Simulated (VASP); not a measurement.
Runs of VASP 6.6.1 on V2N3. The structure is that of space group P-3m1 (No. 164), or close to it. The cells are those of the table. 

```tsv
cell	gap on the mesh (eV)	pressure (GPa)	largest force (eV/Å)
a = 2.905, b = 2.905, c = 6.196 Å, angles 90.0, 90.0, 120.0°, 5 atoms	none	-20.4	0.42
a = 2.947, b = 2.947, c = 6.196 Å, angles 90.0, 90.0, 120.0°, 5 atoms	none	-25.4	0.47
a = 2.926, b = 2.926, c = 6.196 Å, angles 90.0, 90.0, 120.0°, 5 atoms	none	(a)	(b)
a = 2.863, b = 2.863, c = 6.196 Å, angles 90.0, 90.0, 120.0°, 5 atoms	none	-14.3	0.34
```

Alike in all rows: task single point; level PBEsol; potentials or basis VASP PAW PBE potentials, release 64 (V_sv, N); no spin polarisation; k mesh 18 × 18 × 8; cutoff (eV) 520; smearing gaussian 0.15 eV.

Q: Estimate the missing entries.

A: (a) -23.1; (b) 0.45.

Caveats: the PAW data sets were made with another functional, which shifts forces and pressure a little; the run has no spin polarisation, though such a crystal can be magnetic.

A gap of «none» marks levels without a gap at the run's occupations.
